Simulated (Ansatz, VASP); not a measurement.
**P in VASP and in Ansatz**

INCAR

```
SYSTEM = P
PREC = Accurate
ENCUT = 520
EDIFF = 1E-6
ISMEAR = 1
SIGMA = 0.3
LREAL = .FALSE.
LASPH = .TRUE.
NELM = 100
ALGO = Normal
ISIF = 2
LWAVE = .FALSE.
LCHARG = .TRUE.
GGA = PE
LELF = .TRUE.
LVHAR = .TRUE.
NBANDS = 18
```

Contents of KPOINTS:

```
regular mesh
0
G
  10 10 7
  0 0 0
```

The input POSCAR:

```
P
1.0
    1.6601582724     -5.6150920368      0.0000000000
    1.6601582724      5.6150920368      0.0000000000
    0.0000000000      0.0000000000      4.5441911093
P
4
Direct
    0.0944674488      0.9055325512      0.9141610962
    0.5944674488      0.4055325512      0.5858389038
    0.9055325512      0.0944674488      0.0858389038
    0.4055325512      0.5944674488      0.4141610962
```

Input for Ansatz:

```yaml
crystal:
  lattice:
    - [1.6601582724, -5.6150920368, 0.0]
    - [1.6601582724, 5.6150920368, 0.0]
    - [0.0, 0.0, 4.5441911093]
  atoms:
    - { symbol: P, position: [0.0944674488, 0.9055325512, 0.9141610962] }
    - { symbol: P, position: [0.5944674488, 0.4055325512, 0.5858389038] }
    - { symbol: P, position: [0.9055325512, 0.0944674488, 0.0858389038] }
    - { symbol: P, position: [0.4055325512, 0.5944674488, 0.4141610962] }
hamiltonian:
  xc: pbe
  pseudopotentials:
    kind: paw
    azcp:
      P: "pseudopotentials/P.paw.azcp"
basis:
  ecutwfc: 420
  fft_grid_basis: typed
kpoints:
  mp_grid: { grid: [10, 10, 7], shift: [0, 0, 0] }
magnetization:
  spin_polarized: false
scf:
  occupations: { method: methfessel_paxton, width: 0.3 }
  lower_state_search: "off"
output:
  stress: true
```

Alike in both runs: task single point; functional PBE; k mesh 10 × 10 × 7; occupations methfessel-paxton of order 1, width 0.3 eV; no spin polarisation.

|  | VASP | Ansatz |
| --- | --- | --- |
| version | VASP 6.6.1 | Ansatz 0.2.0 |
| potentials or method | VASP PAW PBE potentials, release 64 (P), cutoff 520 eV | plane waves (420 eV) with PAW, scalar-relativistic |
| valence electrons in the cell | 20 | 20 |

Ansatz gave:

| Item | Value |
| --- | --- |
| pressure (GPa) | -0.1 |
| traceless stress, the component that is largest in VASP (GPa) | -0.37 |

Estimate VASP's values.

pressure (GPa): -0.4; traceless stress, the component that is largest in VASP (GPa): -0.36.

With one functional, cell and mesh, what is left measures potentials, basis and numerics.
